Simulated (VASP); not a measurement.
# SnO (P4/nmm) in VASP: notebook

SnO is run at these levels: PBEsol; tasks: single point.

Program: VASP 6.6.1. These are calculated values, not measurements. Logs are shortened: lines on timing, memory, paths and dates and some standing lists are left out, and cuts for length are marked.

**1. The cell of the first run**

It takes space group P4/nmm (No. 129, tetragonal). The conventional cell has a = 4.071 Å, b = 4.071 Å, c = 4.180 Å, α = 90.00°, β = 90.00°, γ = 90.00°. Within 3.0 Å of Sn (site symmetry 4mm) lie 4 O at 2.27 Å. Within 3.0 Å of O (site symmetry -4m2) lie 4 Sn at 2.27 Å and 4 O at 2.88 Å.

**2. Single point, PBEsol**

INCAR reads:

```
  PREC = Accurate
  ENCUT = 520
  EDIFF = 1E-7
  ISMEAR = 0
  SIGMA = 0.15
  LREAL = False
  LASPH = True
  NELM = 80
  ALGO = Normal
  ISIF = 2
  LWAVE = False
  LCHARG = False
  GGA = PS
  NBANDS = 28
```

KPOINTS reads:

```
regular mesh
0
Gamma
  10 10 8
```

POSCAR reads:

```
SnO
1.0
    4.0709000000      0.0000000000      0.0000000000
    0.0000000000      4.0709000000      0.0000000000
    0.0000000000      0.0000000000      4.1799000000
Sn O
2 2
Direct
    0.0000000000      0.5000000000      0.2425296443
    0.5000000000      0.0000000000      0.7574703557
    0.0000000000      0.0000000000      0.0000000000
    0.5000000000      0.5000000000      0.0000000000
```

Potentials or basis: VASP PAW PBE potentials, release 64 (Sn_d, O).

Started as:

```sh
$ cat potpaw_PBE.64/Sn_d/POTCAR potpaw_PBE.64/O/POTCAR > POTCAR
$ mpirun -np 1 vasp_std > vasp.out
```

OUTCAR:

```text
PREC = Accurate
   ENCUT = 520
   EDIFF = 1E-7
   ISMEAR = 0
   LREAL = False
   LASPH = True
   NELM = 80
   ISIF = 2
   GGA = PS

 ion  position               nearest neighbor table
   1  0.000  0.500  0.243-   3 2.27   4 2.27   3 2.27   4 2.27   2 3.52   2 3.52   2 3.52   2 3.52
                             2 3.59   2 3.59   2 3.59   2 3.59
   2  0.500  0.000  0.757-   3 2.27   4 2.27   4 2.27   3 2.27   1 3.52   1 3.52   1 3.52   1 3.52
                             1 3.59   1 3.59   1 3.59   1 3.59
   3  0.000  0.000  0.000-   1 2.27   2 2.27   1 2.27   2 2.27
   4  0.500  0.500  0.000-   1 2.27   2 2.27   2 2.27   1 2.27

  LATTYP: Found a simple tetragonal cell.
 ALAT       =     4.0709000000
 C/A-ratio  =     1.0267754059

  Lattice vectors:

 A1 = (   4.0709000000,   0.0000000000,   0.0000000000)
 A2 = (   0.0000000000,   4.0709000000,   0.0000000000)
 A3 = (   0.0000000000,   0.0000000000,   4.1799000000)

Analysis of symmetry for initial positions (statically):
=====================================================================
 Subroutine PRICEL returns:
 Original cell was already a primitive cell.

 Routine SETGRP: Setting up the symmetry group for a
 simple tetragonal supercell.

 Subroutine GETGRP returns: Found 16 space group operations
 (whereof  8 operations were pure point group operations)
 out of a pool of 16 trial point group operations.

The static configuration has the point symmetry D_2d.
 The point group associated with its full space group is D_4h.

Analysis of symmetry for dynamics (positions and initial velocities):
=====================================================================
 Subroutine PRICEL returns:
 Original cell was already a primitive cell.

 Routine SETGRP: Setting up the symmetry group for a
 simple tetragonal supercell.

 Subroutine GETGRP returns: Found 16 space group operations
 (whereof  8 operations were pure point group operations)
 out of a pool of 16 trial point group operations.

The dynamic configuration has the point symmetry D_2d.
 The point group associated with its full space group is D_4h.

 Subroutine INISYM returns: Found 16 space group operations
 (whereof  8 operations are pure point group operations),
 and found     1 'primitive' translations

----------------------------------------------------------------------------------------

                                     Primitive cell

  volume of cell :      69.2703

  direct lattice vectors                    reciprocal lattice vectors
     4.070900000  0.000000000  0.000000000     0.245645926  0.000000000  0.000000000
     0.000000000  4.070900000  0.000000000     0.000000000  0.245645926  0.000000000
     0.000000000  0.000000000  4.179900000     0.000000000  0.000000000  0.239240173

  length of vectors
     4.070900000  4.070900000  4.179900000     0.245645926  0.245645926  0.239240173

  position of ions in fractional coordinates (direct lattice)
     0.000000000  0.500000000  0.242529644
     0.500000000  0.000000000  0.757470356
     0.000000000  0.000000000  0.000000000
     0.500000000  0.500000000  0.000000000

  ion indices of the primitive-cell ions
   primitive index   ion index
                 1           1
                 2           2
                 3           3
                 4           4

----------------------------------------------------------------------------------------

 KPOINTS: regular mesh

Automatic generation of k-mesh.
 Grid dimensions read from file:
 generate k-points for:   10   10    8

 Generating k-lattice:

  Cartesian coordinates                     Fractional coordinates (reciprocal lattice)
     0.024564593  0.000000000  0.000000000     0.100000000  0.000000000  0.000000000
     0.000000000  0.024564593  0.000000000     0.000000000  0.100000000  0.000000000
     0.000000000  0.000000000  0.029905022     0.000000000  0.000000000  0.125000000

  Length of vectors
     0.024564593  0.024564593  0.029905022

  Shift w.r.t. Gamma in fractional coordinates (k-lattice)
     0.000000000  0.000000000  0.000000000

 Subroutine IBZKPT returns following result:
 ===========================================

 Found    105 irreducible k-points:

 Following reciprocal coordinates:
            Coordinates               Weight
  0.000000  0.000000  0.000000      1.000000
  0.100000  0.000000  0.000000      4.000000
  0.200000  0.000000  0.000000      4.000000
  0.300000  0.000000  0.000000      4.000000
  0.400000  0.000000  0.000000      4.000000
  0.500000  0.000000  0.000000      2.000000
[... 16 lines left out ...]
  0.100000  0.000000  0.125000      8.000000
  0.200000  0.000000  0.125000      8.000000
 [... further k-points ...]
   k-points           NKPTS =    105   k-points in BZ     NKDIM =    105   number of bands    NBANDS=     28
   number of dos      NEDOS =    301   number of ions     NIONS =      4
   total plane-waves  NPLWV =  28800
   dimension x,y,z NGX =    30 NGY =   30 NGZ =   32
   dimension x,y,z NGXF=    60 NGYF=   60 NGZF=   64
   ions per type =               2   2
   NGX,Y,Z   is equivalent  to a cutoff of  12.25, 12.25, 12.73 a.u.
   NGXF,Y,Z  is equivalent  to a cutoff of  24.50, 24.50, 25.45 a.u.
 SYSTEM =  unknown system
   PREC   = accura    normal or accurate (medium, high low for compatibility)
   ISTART =      0    job   : 0-new  1-cont  2-samecut
   ICHARG =      2    charge: 1-file 2-atom 10-const
   ISPIN  =      1    spin polarized calculation?
   LNONCOLLINEAR =      F non collinear calculations
   LSORBIT =      F    spin-orbit coupling
   LASPH  =      T    aspherical Exc in radial PAW
   ENCUT  =  520.0 eV  38.22 Ry    6.18 a.u.   7.57  7.57  7.77*2*pi/ulx,y,z
   NELM   =     80;   NELMIN=  2; NELMDL= -5     # of ELM steps
   EDIFF  = 0.1E-06   stopping-criterion for ELM
   LREAL  =      F    real-space projection
   EDIFFG = 0.1E-05   stopping-criterion for IOM
   NSW    =      0    number of steps for IOM
   IBRION =     -1    ionic relax: 0-MD 1-quasi-New 2-CG
   NFREE  =      0    steps in history (QN), initial steepest desc. (CG)
   ISIF   =      2    stress and relaxation
   ISYM   =      2    0-nonsym 1-usesym 2-fastsym
   POTIM  = 0.5000    time-step for ionic-motion
   TEBEG  =    0.0;   TEEND  =   0.0 temperature during run
   PSTRESS=    0.0 pullay stress
   NELECT =      40.0000    total number of electrons
   NUPDOWN=      -1.0000    fix difference up-down
   EMIN   =  10.00;   EMAX   =-10.00  energy-range for DOS
   EFERMI =   0.00;   METHOD = LEGACY
   ISMEAR =     0;   SIGMA  =   0.15  broadening in eV -4-tet -1-fermi 0-gaus
   EFERMI_NEDOS =   21; number of points for ismear=-14 and -15
   IALGO  =     38    algorithm
   IMIX   =      4    mixing-type and parameters
     AMIX     =   0.40;   BMIX     =  1.00
     AMIX_MAG =   1.60;   BMIX_MAG =  1.00
  volume/ion in A,a.u.               =      17.32       116.86
  Fermi-wavevector in a.u.,A,eV,Ry     =   1.363262  2.576191 25.286190  1.858483
  Thomas-Fermi vector in A             =   2.489680
   LORBIT       =      0    0 simple, 1 ext, 2 COOP (PROOUT), +10 PAW based schemes
   GGA     = PS    functional components
   LHFCALC =     F    Hartree Fock is set to
   AEXX    =    0.0000 exact exchange contribution
   IVDW    =     0    specifies the selected vdW correction
   LEPSILON=     F    determine dielectric tensor
   LRPA    =     F    only Hartree local field effects (RPA)
 non-spin polarized calculation
 Gauss-broadening in eV      SIGMA  =   0.15
  energy-cutoff  :      520.00
  volume of cell :       69.27
 maximum number of plane-waves:      1882
   NGX = 15   NGY = 15   NGZ = 15

 number of electron      40.0000000 magnetization

 Free energy of the ion-electron system (eV)
  ---------------------------------------------------
  ext. energy  EPLUGINS =         0.00000000
  ---------------------------------------------------
  free energy    TOTEN  =       -23.87193856 eV

  energy without entropy =      -23.87193552  energy(sigma->0) =      -23.87193704

 E-fermi :   6.7100     XC(G=0): -10.6208

 val. band max:        6.3435789973   @ k =   0.2000   0.2000   0.0000
 cond. band min:       7.0455390793   @ k =   0.5000   0.5000   0.0000
 fundamental gap:      0.7019600820
 Fermi energy:         6.7099701678

 k-point     1 :       0.0000    0.0000    0.0000
  band No.  band energies     occupation
      1     -14.7920      2.00000
      2     -14.4302      2.00000
      3     -14.4302      2.00000
      4     -14.4078      2.00000
      5     -14.3837      2.00000
      6     -14.3743      2.00000
[... 20 lines left out ...]
     27      14.1362      0.00000
     28      14.2971      0.00000

 k-point     2 :       0.1000    0.0000    0.0000
  band No.  band energies     occupation
      1     -14.7833      2.00000
      2     -14.4275      2.00000
      3     -14.4266      2.00000
      4     -14.4048      2.00000
      5     -14.3875      2.00000
      6     -14.3828      2.00000
[... 20 lines left out ...]
     27      14.2761      0.00000
     28      14.6730      0.00000

 k-point     3 :       0.2000    0.0000    0.0000
  band No.  band energies     occupation
      1     -14.7586      2.00000
      2     -14.4293      2.00000
      3     -14.4197      2.00000
      4     -14.4159      2.00000
      5     -14.3961      2.00000
      6     -14.3800      2.00000
[... 20 lines left out ...]
     27      14.2923      0.00000
     28      15.7886      0.00000

 k-point     4 :       0.3000    0.0000    0.0000
  band No.  band energies     occupation
      1     -14.7210      2.00000
      2     -14.4895      2.00000
      3     -14.4079      2.00000
      4     -14.3995      2.00000
      5     -14.3825      2.00000
      6     -14.3761      2.00000
[... 578 lines left out ...]
     27      14.3396      0.00000
     28      14.5638      0.00000

 k-point    23 :       0.1000    0.0000    0.1250
  band No.  band energies     occupation
      1     -14.7788      2.00000
      2     -14.4258      2.00000
      3     -14.4253      2.00000
      4     -14.4072      2.00000
      5     -14.3817      2.00000
      6     -14.3782      2.00000
[... 20 lines left out ...]
     27      14.6428      0.00000
     28      14.8355      0.00000

 k-point    24 :       0.2000    0.0000    0.1250
  band No.  band energies     occupation
      1     -14.7556      2.00000
      2     -14.4435      2.00000
      3     -14.4222      2.00000
      4     -14.4071      2.00000
      5     -14.3881      2.00000
      6     -14.3736      2.00000
[... 20 lines left out ...]
     27      14.7765      0.00000
     28      15.8533      0.00000

 [... further k-points ...]

------------------------ aborting loop because EDIFF is reached ----------------------------------------

  FORCE on cell =-STRESS in cart. coord.  units (eV):
  Direction    XX          YY          ZZ          XY          YZ          ZX
  --------------------------------------------------------------------------------------
  -------------------------------------------------------------------------------------
  Total       -2.9910119     -2.9910119      1.5027119      0.0000000      0.0000000      0.0000000
  in kB      -69.1802240    -69.1802240     34.7567822      0.0000000      0.0000000      0.0000000
  external PRESSURE =     -34.5345553 kB  Pullay stress =       0.0000000 kB

 VOLUME and BASIS-vectors are now :
 -----------------------------------------------------------------------------
  energy-cutoff  :      520.00
  volume of cell :       69.27
      direct lattice vectors                 reciprocal lattice vectors
     4.070900000  0.000000000  0.000000000     0.245645926  0.000000000  0.000000000
     0.000000000  4.070900000  0.000000000     0.000000000  0.245645926  0.000000000
     0.000000000  0.000000000  4.179900000     0.000000000  0.000000000  0.239240173

 POSITION                                       TOTAL-FORCE (eV/Angst)
 -----------------------------------------------------------------------------------
      0.00000      2.03545      1.01375        -0.000000     -0.000000      0.314130
      2.03545      0.00000      3.16615         0.000000     -0.000000     -0.314130
      0.00000      0.00000      0.00000        -0.000000     -0.000000      0.000000
      2.03545      2.03545      0.00000        -0.000000      0.000000      0.000000
 -----------------------------------------------------------------------------------
    total drift:                                0.000000      0.000000     -0.000000

  FREE ENERGIE OF THE ION-ELECTRON SYSTEM (eV)
  ---------------------------------------------------
  free  energy   TOTEN  =       -23.8719385599 eV

  energy  without entropy=      -23.8719355165  energy(sigma->0) =      -23.87193704
```

Wall time 67 s (1 thread of Intel Xeon 6975P-C (Granite Rapids), shared host); peak memory 0.29 GiB.

What came out:

- Free energy: -23.8719 eV
- Pressure: -3.5 GPa
- Largest force: 0.314 eV/Å
- Band gap on the k mesh: 0.70 eV (least direct gap 1.32 eV)

Forces in eV/Å, atoms in the order of the input:
```
Sn   0.000  0.000  0.314
Sn   0.000  0.000 -0.314
O    0.000  0.000  0.000
O    0.000  0.000  0.000
```

Stress tensor (GPa, compression positive):
```
-6.92  0.00  0.00
 0.00 -6.92  0.00
 0.00  0.00  3.48
```

Caveat: the cell stands under tension; the PAW data sets were made with another functional, which shifts forces and pressure a little; spin-orbit coupling is left out, which moves the levels of the heavy elements. A k mesh can miss the band edges.

**3. Single point, PBEsol**

This run uses another cell than the first one, of the same volume but with other edges.

INCAR reads:

```
SYSTEM = SnO
PREC     = Accurate       ! precision mode
ENCUT    = 520            ! plane-wave cutoff, eV
EDIFF    = 1E-6           ! SCF threshold, eV
ISMEAR   = 0              ! smearing method
SIGMA    = 0.15           ! smearing width, eV
LREAL    = .False.        ! projectors in reciprocal space
LASPH    = .True.         ! aspherical terms in the spheres
NELM     = 60             ! most SCF steps
ALGO     = Normal         ! electronic algorithm
ISIF     = 2              ! what is computed and relaxed
LWAVE    = .False.        ! write WAVECAR
LCHARG   = .False.        ! write CHGCAR
GGA      = PS             ! functional
NBANDS   = 28             ! bands
```

KPOINTS reads:

```
regular mesh
0
Gamma
  10 10 8
  0 0 0
```

POSCAR reads:

```
SnO
1.0
    3.9378000000      0.0000000000      0.0000000000
    0.0000000000      3.9378000000      0.0000000000
    0.0000000000      0.0000000000      4.4649000000
Sn O
2 2
Direct
    0.0000000000      0.5000000000      0.2425296443
    0.5000000000      0.0000000000      0.7574703557
    0.0000000000      0.0000000000      0.0000000000
    0.5000000000      0.5000000000      0.0000000000
```

Potentials or basis: VASP PAW PBE potentials, release 64 (Sn_d, O).

Started as:

```sh
$ cat potpaw_PBE.64/Sn_d/POTCAR potpaw_PBE.64/O/POTCAR > POTCAR
$ mpirun -np 1 vasp_std > vasp.out
```

It took 70 s on 1 thread of Intel Xeon 6975P-C (Granite Rapids), shared host; peak memory 0.29 GiB.

The run converged. Its results:

```
Free energy            : -24.1192 eV
Pressure               : -1.8 GPa
Largest force          : 0.287 eV/Å
Band gap on the k mesh : 0.41 eV (least direct gap 1.62 eV)
```

Forces on the atoms (eV/Å):
```
Sn   0.000  0.000  0.287
Sn   0.000  0.000 -0.287
O    0.000  0.000  0.000
O    0.000  0.000  0.000
```

Stress tensor (GPa, compression positive):
```
-3.97  0.00  0.00
 0.00 -3.97  0.00
 0.00  0.00  2.43
```

Levels at points of the mesh, in eV from the valence-band top:
| k point | band 17 | band 18 | band 19 | band 20 | band 21 | band 22 | band 23 | band 24 |
| --- | --- | --- | --- | --- | --- | --- | --- | --- |
| (0.00, 0.00, 0.00) | -2.96 | -2.96 | -2.89 | -0.14 | 2.29 | 4.82 | 4.82 | 5.31 |
| (0.50, 0.00, 0.00) | -4.25 | -4.25 | -2.04 | -2.04 | 3.80 | 3.80 | 6.01 | 6.01 |
| (0.50, 0.50, 0.00) | -2.27 | -2.27 | -1.21 | -1.21 | 0.41 | 0.41 | 5.32 | 5.32 |
| (0.00, 0.00, 0.50) | -2.97 | -2.97 | -2.52 | -1.13 | 1.37 | 2.97 | 2.97 | 3.28 |
| (0.50, 0.00, 0.50) | -4.45 | -4.45 | -1.08 | -1.08 | 3.15 | 3.15 | 5.36 | 5.36 |
| (0.50, 0.50, 0.50) | -2.41 | -2.41 | -2.27 | -2.27 | 3.03 | 3.03 | 4.87 | 4.87 |

Caveat: the PAW data sets were made with another functional, which shifts forces and pressure a little; spin-orbit coupling is left out, which moves the levels of the heavy elements. A k mesh can miss the band edges.

**4. Single point, PBEsol**

This run uses another cell than the first one, of 18.41 Å³/atom.

INCAR reads:

```
SYSTEM = SnO
  PREC = Accurate
  ENCUT = 520
  EDIFF = 1E-7
  ISMEAR = 0
  SIGMA = 0.15
  LREAL = .False.
  LASPH = .True.
  NELM = 80
  ALGO = Normal
  ISIF = 2
  LWAVE = .False.
  LCHARG = .False.
  GGA = PS
  NBANDS = 28
```

KPOINTS reads:

```
Automatic mesh
0
Gamma
  10 10 8
  0 0 0
```

Changes to POSCAR since step 3:

```diff
@@ -4,3 +4,3 @@
     0.0000000000      3.9378000000      0.0000000000
-    0.0000000000      0.0000000000      4.4649000000
+    0.0000000000      0.0000000000      4.7499281069
 Sn O
```

Started as:

```sh
$ cat potpaw_PBE.64/Sn_d/POTCAR potpaw_PBE.64/O/POTCAR > POTCAR
$ mpirun -np 1 vasp_std > vasp.out
```

It took 79 s on 1 thread of Intel Xeon 6975P-C (Granite Rapids), shared host; peak memory 0.29 GiB.

Results (log left out):

| Quantity | Value |
| --- | --- |
| Free energy | -24.1073 eV |
| Pressure | -5.9 GPa |
| Largest force | 0.608 eV/Å |
| Band gap on the k mesh | 0.29 eV (least direct gap 1.83 eV) |

Forces in eV/Å, atoms in the order of the input:
```
Sn   0.000  0.000 -0.608
Sn   0.000  0.000  0.608
O    0.000  0.000  0.000
O    0.000  0.000  0.000
```

Stress tensor (GPa, compression positive):
```
-7.15  0.00  0.00
 0.00 -7.15  0.00
 0.00  0.00 -3.51
```

Levels at points of the mesh, in eV from the valence-band top:
```csv
k point,band 16,band 17,band 18,band 19,band 20,band 21,band 22,band 23,band 24,band 25
"(0.00, 0.00, 0.00)",-5.55,-2.84,-2.68,-2.68,-0.04,2.07,4.61,4.61,4.78,5.93
"(0.50, 0.00, 0.00)",-4.22,-4.22,-4.22,-2.20,-2.20,3.35,3.35,5.76,5.76,5.99
"(0.50, 0.50, 0.00)",-4.30,-2.04,-2.04,-1.54,-1.54,0.29,0.29,4.76,4.76,7.50
"(0.00, 0.00, 0.50)",-3.00,-2.94,-2.69,-2.69,-1.50,1.58,2.95,2.95,3.44,8.05
"(0.50, 0.00, 0.50)",-4.81,-4.17,-4.17,-1.29,-1.29,2.81,2.81,5.24,5.24,6.61
"(0.50, 0.50, 0.50)",-4.85,-2.45,-2.45,-2.04,-2.04,2.67,2.67,4.29,4.29,5.49
```

Caveat: the cell stands under tension; the PAW data sets were made with another functional, which shifts forces and pressure a little; spin-orbit coupling is left out, which moves the levels of the heavy elements. A k mesh can miss the band edges.

**5. The runs side by side**

| cell | gap on the mesh (eV) | pressure (GPa) | largest force (eV/Å) |
| --- | --- | --- | --- |
| a = 4.071, b = 4.071, c = 4.180 Å, 4 atoms | 0.70 | -3.5 | 0.31 |
| a = 3.938, b = 3.938, c = 4.465 Å, 4 atoms | 0.41 | -1.8 | 0.29 |
| a = 3.938, b = 3.938, c = 4.750 Å, 4 atoms | 0.29 | -5.9 | 0.61 |

Alike in all rows: task single point; level PBEsol; potentials or basis VASP PAW PBE potentials, release 64 (Sn_d, O); no spin polarisation; k mesh 10 × 10 × 8; cutoff (eV) 520; smearing gaussian 0.15 eV.

Caveats: the PAW data sets were made with another functional, which shifts forces and pressure a little; spin-orbit coupling is left out, which moves the levels of the heavy elements; the cell stands under tension (at least some runs).

Absolute energies hang on the potentials; compare differences alone.
